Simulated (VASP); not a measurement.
Here is a VASP 6.6.1 calculation.

The input INCAR:

```
PREC     = Accurate       # precision mode
ENCUT    = 500            # plane-wave cutoff, eV
EDIFF    = 1E-6           # SCF threshold, eV
ISMEAR   = 0              # smearing method
SIGMA    = 0.1            # smearing width, eV
LREAL    = F              # projectors in reciprocal space
LASPH    = T              # aspherical terms in the spheres
NELM     = 120            # most SCF steps
ALGO     = Normal         # electronic algorithm
ISIF     = 2              # what is computed and relaxed
LWAVE    = F              # write WAVECAR
LCHARG   = F              # write CHGCAR
GGA      = PE             # functional
NBANDS   = 13             # bands
GGA_COMPAT= F
```

The input KPOINTS:

```
Automatic mesh
0
Gamma
  8 8 8
```

File POSCAR:

```
Mo
1.0
   -1.5815890453      1.5815890453      1.5815890453
    1.5815890453     -1.5815890453      1.5815890453
    1.5815890453      1.5815890453     -1.5815890453
Mo
1
Direct
    0.0000000000      0.0000000000      0.0000000000
```

Potentials or basis: VASP PAW PBE potentials, release 64 (Mo_sv).

Run with:

```bash
$ cat potpaw_PBE.64/Mo_sv/POTCAR > POTCAR
$ mpirun -np 1 vasp_std > vasp.out
```

(1) Estimate the band gap on the k mesh.

(2) Predict the pressure.

Results:

(1) zero (band 7 reaches 16.30 eV, above the bottom of band 8 at 11.05 eV).

(2) 0.5 GPa.
